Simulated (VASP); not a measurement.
# Cd (Fm-3m) in VASP: a series of runs, part 2 of 2

VASP 6.6.1. The steps go on from the part before.

### 4 Single point, PBE

This run uses another cell than the first one, of 21.83 Å³/atom, 0.962 times its volume.

The input, INCAR:

```
  ALGO = Normal
  EDIFF = 1E-6
  ENCUT = 500
  GGA = PE
  GGA_COMPAT = False
  ISIF = 2
  ISMEAR = 0
  LASPH = True
  LCHARG = True
  LELF = True
  LREAL = False
  LVHAR = True
  LWAVE = False
  NBANDS = 12
  NELM = 120
  PREC = Accurate
  SIGMA = 0.05
```

The input, KPOINTS:

```
k-points
0
Gamma
  10 10 10
```

The input, POSCAR:

```
Cd
1.0
    0.0000000000      2.2181497500      2.2181497500
    2.2181497500      0.0000000000      2.2181497500
    2.2181497500      2.2181497500      0.0000000000
Cd
1
Direct
    0.0000000000      0.0000000000      0.0000000000
```

Potentials or basis: VASP PAW PBE potentials, release 64 (Cd).

Launch:

```bash
$ cat potpaw_PBE.64/Cd/POTCAR > POTCAR
$ mpirun -np 1 vasp_std > vasp.out
```

OUTCAR:

```text
EDIFF = 1E-6
   ENCUT = 500
   GGA = PE
   ISIF = 2
   ISMEAR = 0
   LASPH = True
   LREAL = False
   NELM = 120
   PREC = Accurate

 ion  position               nearest neighbor table
   1  0.000  0.000  0.000-

  LATTYP: Found a face centered cubic cell.
 ALAT       =     4.4362995000

  Lattice vectors:

 A1 = (   0.0000000000,   2.2181497500,   2.2181497500)
 A2 = (   2.2181497500,   0.0000000000,   2.2181497500)
 A3 = (   2.2181497500,   2.2181497500,   0.0000000000)

Analysis of symmetry for initial positions (statically):
=====================================================================
 Subroutine PRICEL returns:
 Original cell was already a primitive cell.

 Routine SETGRP: Setting up the symmetry group for a
 face centered cubic supercell.

 Subroutine GETGRP returns: Found 48 space group operations
 (whereof 48 operations were pure point group operations)
 out of a pool of 48 trial point group operations.

The static configuration has the point symmetry O_h .

Analysis of symmetry for dynamics (positions and initial velocities):
=====================================================================
 Subroutine PRICEL returns:
[... 160 lines left out ...]
 Fermi energy:         2.9679273680

 k-point     1 :       0.0000    0.0000    0.0000
  band No.  band energies     occupation
      1      -6.2952      2.00000
      2      -6.2952      2.00000
      3      -6.2952      2.00000
      4      -5.9487      2.00000
      5      -5.8422      2.00000
      6      -5.8422      2.00000
      7      16.7360      0.00000
      8      17.7937      0.00000
      9      17.7937      0.00000
     10      17.7937      0.00000
     11      21.1624      0.00000
     12      21.1624      0.00000
[... 331 lines left out ...]
 k-point    24 :       0.4000    0.3000    0.0000
  band No.  band energies     occupation
      1      -6.7670      2.00000
      2      -6.6004      2.00000
      3      -5.7085      2.00000
      4      -5.6748      2.00000
      5      -5.4905      2.00000
      6      -1.2758      2.00000
      7       8.6675      0.00000
      8       9.5347      0.00000
      9      10.9110      0.00000
     10      14.2703      0.00000
     11      16.1671      0.00000
     12      27.0078      0.00000

 [... further k-points ...]
[... 5 lines left out ...]
  --------------------------------------------------------------------------------------
  -------------------------------------------------------------------------------------
  Total        0.3622648      0.3622648      0.3622648      0.0000000      0.0000000     -0.0000000
  in kB       26.5909671     26.5909671     26.5909671      0.0000000      0.0000000     -0.0000000
  external PRESSURE =      26.5909671 kB  Pullay stress =       0.0000000 kB

 VOLUME and BASIS-vectors are now :
 -----------------------------------------------------------------------------
  energy-cutoff  :      500.00
  volume of cell :       21.83
      direct lattice vectors                 reciprocal lattice vectors
     0.000000000  2.218149750  2.218149750    -0.225413095  0.225413095  0.225413095
     2.218149750  0.000000000  2.218149750     0.225413095 -0.225413095  0.225413095
     2.218149750  2.218149750  0.000000000     0.225413095  0.225413095 -0.225413095

 POSITION                                       TOTAL-FORCE (eV/Angst)
 -----------------------------------------------------------------------------------
      0.00000      0.00000      0.00000         0.000000      0.000000      0.000000
 -----------------------------------------------------------------------------------
    total drift:                               -0.000000      0.000000      0.000000

  FREE ENERGIE OF THE ION-ELECTRON SYSTEM (eV)
  ---------------------------------------------------
  free  energy   TOTEN  =        -0.7313808707 eV

  energy  without entropy=       -0.7309181349  energy(sigma->0) =       -0.73114950
```

Run time: 13 s. Hardware: 1 thread of AMD EPYC 7R43 (Zen 3), shared host; peak memory 0.11 GiB.

What came out:

| Quantity | Value |
| --- | --- |
| Free energy | -0.7314 eV |
| Pressure | 2.7 GPa |
| Band gap on the k mesh | zero (band 6 reaches 3.98 eV, above the bottom of band 7 at 1.52 eV) |

Levels at points of the mesh, in eV from the Fermi level:
```csv
k point,band 2,band 3,band 4,band 5,band 6,band 7,band 8,band 9,band 10,band 11
"(0.00, 0.00, 0.00)",-9.26,-9.26,-8.92,-8.81,-8.81,13.77,14.83,14.83,14.83,18.19
"(0.50, 0.00, 0.00)",-9.26,-9.26,-8.44,-8.44,-2.45,-1.45,12.42,12.42,12.87,16.28
"(0.50, 0.50, 0.00)",-9.83,-8.46,-8.34,-8.34,-0.93,1.26,6.66,6.66,10.92,10.98
```

### 5 Single point, r2SCAN

This run uses another cell than the first one, of 21.83 Å³/atom, 0.962 times its volume.

POSCAR is that of step 4.

The input, INCAR.step1:

```
  PREC = Accurate
  ENCUT = 520
  ISMEAR = -1
  SIGMA = 0.05
  LREAL = F
  LASPH = T
  NELM = 60
  NBANDS = 12
  GGA = PE
  ALGO = Normal
  EDIFF = 1E-4
  LWAVE = T
  LCHARG = F
```

The input, INCAR.step2:

```
  PREC = Accurate
  ENCUT = 520
  EDIFF = 1E-6
  ISMEAR = -1
  SIGMA = 0.05
  LREAL = F
  LASPH = T
  NELM = 60
  ALGO = Normal
  ISIF = 2
  LWAVE = F
  LCHARG = F
  METAGGA = R2SCAN
  LMIXTAU = T
  NBANDS = 12
  ISTART = 1
```

The input, KPOINTS:

```
regular mesh
0
Gamma
  6 6 6
```

Launch:

```bash
$ cat potpaw_PBE.64/Cd/POTCAR > POTCAR
$ cp INCAR.step1 INCAR
$ mpirun -np 1 vasp_std > vasp.out
$ cp INCAR.step2 INCAR
$ mpirun -np 1 vasp_std > vasp.out
```

Wall time 32 s (1 thread of Oxide Virtual Turin-like, shared host); peak memory 0.1 GiB.

Results (log left out):

```
Free energy            : -19.9595 eV
Pressure               : 2.0 GPa
Band gap on the k mesh : zero (band 6 reaches 3.38 eV, above the bottom of band 7 at 1.48 eV)
```

Levels at points of the mesh, in eV from the Fermi level:
```
           k point  band 2  band 3  band 4  band 5  band 6  band 7  band 8  band 9  band 10  band 11
(0.00, 0.00, 0.00)   -9.75   -9.75   -9.30   -9.29   -9.29   14.26   15.51   15.51    15.51    18.80
(0.50, 0.00, 0.00)   -9.75   -9.75   -8.90   -8.90   -2.58   -1.51   13.01   13.01    13.50    16.83
(0.50, 0.50, 0.00)  -10.33   -8.93   -8.80   -8.80   -1.06    1.38    6.97    6.97    11.15    11.56
```

Caveat: the k points lie up to 0.41 Å⁻¹ apart; the PAW data sets were made with another functional, which shifts forces and pressure a little.

### 6 Single point, HSE06

This run uses another cell than the first one, of 21.83 Å³/atom, 0.962 times its volume.

POSCAR is that of step 5.

The input, INCAR.step1:

```
  PREC = Accurate
  ENCUT = 520
  EDIFF = 1E-5
  ISMEAR = -1
  SIGMA = 0.05
  LREAL = F
  LASPH = T
  NELM = 60
  ALGO = Normal
  ISIF = 2
  LWAVE = T
  LCHARG = F
  NBANDS = 12
  GGA = PE
```

Edit INCAR.step2 of step 5 so:

```diff
@@ -12,4 +12,6 @@
   LCHARG = F
-  METAGGA = R2SCAN
-  LMIXTAU = T
+  GGA = PE
+  LHFCALC = T
+  HFSCREEN = 0.2079
+  PRECFOCK = Normal
   NBANDS = 12
```

The input, KPOINTS:

```
Automatic mesh
0
Gamma
  6 6 6
```

Potentials or basis: VASP PAW PBE potentials, release 64 (Cd).

Launch:

```bash
$ cat potpaw_PBE.64/Cd/POTCAR > POTCAR
$ cp INCAR.step1 INCAR
$ mpirun -np 1 vasp_std > vasp.out
$ cp INCAR.step2 INCAR
$ mpirun -np 1 vasp_std > vasp.out
```

Wall time 14 min (1 thread of Oxide Virtual Turin-like, shared host); peak memory 0.22 GiB.

The run converged. Its results:

```
Free energy            : -0.7539 eV
Pressure               : 2.3 GPa
Band gap on the k mesh : zero (band 6 reaches 3.40 eV, above the bottom of band 7 at 1.39 eV)
```

Levels at points of the mesh, in eV from the Fermi level:
```tsv
k point	band 3	band 4	band 5	band 6	band 7	band 8	band 9	band 10
(0.00, 0.00, 0.00)	-11.02	-10.55	-10.55	-10.09	14.49	15.83	15.83	15.83
(0.50, 0.00, 0.00)	-11.01	-10.16	-10.16	-2.79	-1.55	13.41	13.41	13.54
(0.50, 0.50, 0.00)	-10.18	-10.05	-10.05	-1.10	1.56	7.31	7.31	11.54
```

Caveat: the k points lie up to 0.41 Å⁻¹ apart; the PAW data sets were made with another functional, which shifts forces and pressure a little.

### 7 Summary

| task | level | potentials or basis | cell | k mesh | cutoff (eV) | smearing | grid for exact exchange (PRECFOCK) | screening parameter | gap on the mesh (eV) | pressure (GPa) |
| --- | --- | --- | --- | --- | --- | --- | --- | --- | --- | --- |
| single point | r2SCAN | VASP PAW PBE potentials, release 64 (Cd) | a = 3.178 Å, angles 60.0°, 1 atom | 10 × 10 × 10 | 550 | methfessel-paxton 0.1 eV | - | - | none | -1.7 |
| relaxation of cell and atoms | LDA | VASP PAW LDA potentials, release 64 (Cd) | relaxed from a = 3.137 Å, angles 60.0°, 1 atom | 10 × 10 × 10 | 500 | methfessel-paxton 0.2 eV | - | - | none | 0.0 |
| single point | PBE | VASP PAW PBE potentials, release 64 (Cd) | a = 3.137 Å, angles 60.0°, 1 atom | 10 × 10 × 10 | 500 | gaussian 0.05 eV | - | - | none | 2.7 |
| single point | r2SCAN | VASP PAW PBE potentials, release 64 (Cd) | a = 3.137 Å, angles 60.0°, 1 atom | 6 × 6 × 6 | 520 | fermi-dirac 0.05 eV | - | - | none | 2.0 |
| single point | HSE06 | VASP PAW PBE potentials, release 64 (Cd) | a = 3.137 Å, angles 60.0°, 1 atom | 6 × 6 × 6 | 520 | fermi-dirac 0.05 eV | Normal | 0.2079 1/Å | none | 2.3 |

Alike in all rows: no spin polarisation.

Caveats: some runs use coarse meshes; the PAW data sets were made with another functional, which shifts forces and pressure a little (some runs).

Total energies depend on the potentials used, so only differences within one code and one set of settings carry meaning.
